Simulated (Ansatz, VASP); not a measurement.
**One calculation of Ga, two programs**

```
Ga
1.0
     1.38300   -4.02650    0.00000
     1.38300    4.02650    0.00000
    -0.11745    0.00000    3.32993
Ga
2
Cartesian
  1.2949 2.9716 2.4974
  1.3536 -2.9716 0.8325
```

Alike in both runs: functional PBEsol; k mesh 7 × 7 × 6; occupations fermi-dirac, width 0.05 eV; non-collinear spin, spin-orbit coupling.

|  | VASP | Ansatz |
| --- | --- | --- |
| version | VASP 6.6.1 | Ansatz 0.2.0 |
| potentials or method | VASP PAW PBE potentials, release 64 (Ga_d), cutoff 520 eV | all-electron LAPW, relativistic spinors |
| task | single point | band structure |

Ansatz gave:

| Quantity | Value |
| --- | --- |
| pressure (GPa) | -1.5 |
| traceless stress, the component that is largest in VASP (GPa) | 1.22 |
| rms of the force components (eV/Å) | 0.081 |
| net moment per atom (μB) | 0.00 |

Task: Estimate VASP's values.

Result: Pressure (GPa): -1.4; traceless stress, the component that is largest in VASP (GPa): 1.22; rms of the force components (eV/Å): 0.081; net moment per atom (μB): 0.00.

VASP's potentials were made for PBE, not for PBEsol. Atom by atom the forces differ by 0.000 eV/Å (rms over components). Ansatz ran all-electron here, and VASP with PAW potentials.

Noted on Ansatz's run: the k mesh is thin for a metal, which can move the energy by tens of meV per atom.
